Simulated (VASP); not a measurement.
A run of VASP 6.6.1 is set up as follows.

The input INCAR:

```
PREC = Accurate
ENCUT = 600
EDIFF = 1E-6
ISMEAR = 0
SIGMA = 0.1
LREAL = False
LASPH = True
NELM = 60
ALGO = Normal
ISIF = 3
LWAVE = False
LCHARG = False
GGA = PE
IBRION = 2
NSW = 90
EDIFFG = -0.04
```

File KPOINTS:

```
Automatic mesh
0
Gamma
  6 6 2
```

File POSCAR:

```
SiGe3
1.0
    2.9559021900      0.0000000000      0.0000000000
    0.0000000000      2.9559021900      0.0000000000
    0.0000000000      0.0000000000      8.3605539500
Si Ge
1 3
Direct
    0.0000000000      0.0000000000      0.5000000000
    0.0000000000      0.0000000000      0.0000000000
    0.5000000000      0.5000000000      0.2500000000
    0.5000000000      0.5000000000      0.7500000000
```

Potentials or basis: VASP PAW PBE potentials, release 64 (Si, Ge_d).

Launch:

```sh
$ cat potpaw_PBE.64/Si/POTCAR potpaw_PBE.64/Ge_d/POTCAR > POTCAR
$ mpirun -np 1 vasp_std > vasp.out
```

(1) Predict the relaxed cell.

(2) Estimate the relaxed volume.

(3) What does it give for the space group after relaxing (to 0.05 Å)?

Results:

(1) a = 2.932 Å, b = 2.932 Å, c = 8.664 Å, α = 90.00°, β = 90.00°, γ = 90.00°.

(2) 18.62 Å³/atom.

(3) P4/mmm (No. 123).

Caveat: the k points lie up to 0.36 Å⁻¹ apart in the final cell.
